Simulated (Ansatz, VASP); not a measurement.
# Two plane-wave programs on InSb2

```
CELL_PARAMETERS angstrom
3.20465 1.85021 5.21493
-3.20465 1.85021 5.21493
0.00000 -3.70041 5.21493
ATOMIC_POSITIONS crystal
In 0.12628 0.12628 0.12628
In 0.87372 0.87372 0.87372
Sb 0.50000 0.50000 0.00000
Sb 0.00000 0.50000 0.50000
Sb 0.50000 0.00000 0.50000
Sb 0.50000 0.50000 0.50000
```

Change from the starting cell: species swapped into the TbCo2 type (R-3m, No. 166).

Alike in both runs: task relaxation of cell and atoms; functional PBE; k mesh 6 × 6 × 6; occupations gaussian, width 0.1 eV; no spin polarisation.

|  | VASP | Ansatz |
| --- | --- | --- |
| version | VASP 6.6.1 | Ansatz 0.2.0 |
| potentials or method | VASP PAW PBE potentials, release 64 (In_d, Sb), cutoff 600 eV | scalar-relativistic, plane waves, PAW |
| valence electrons in the cell | 46 | 86 |

```csv
,VASP,Ansatz,Ansatz less VASP
"gap on the k mesh at the Fermi level, each at its own relaxed structure (eV)",none,none,-
relaxed volume (Å³/atom),30.83,30.89,+0.062
relaxed cell length with the largest relative difference (Å),6.398,6.402,+0.0043
```

A gap of «none» marks a metal or a gap that the smearing closes. VASP's potentials hold 46 valence electrons a cell and Ansatz's 86, so a difference there can come from the potentials and not from the codes.

Spin-orbit coupling is off throughout.
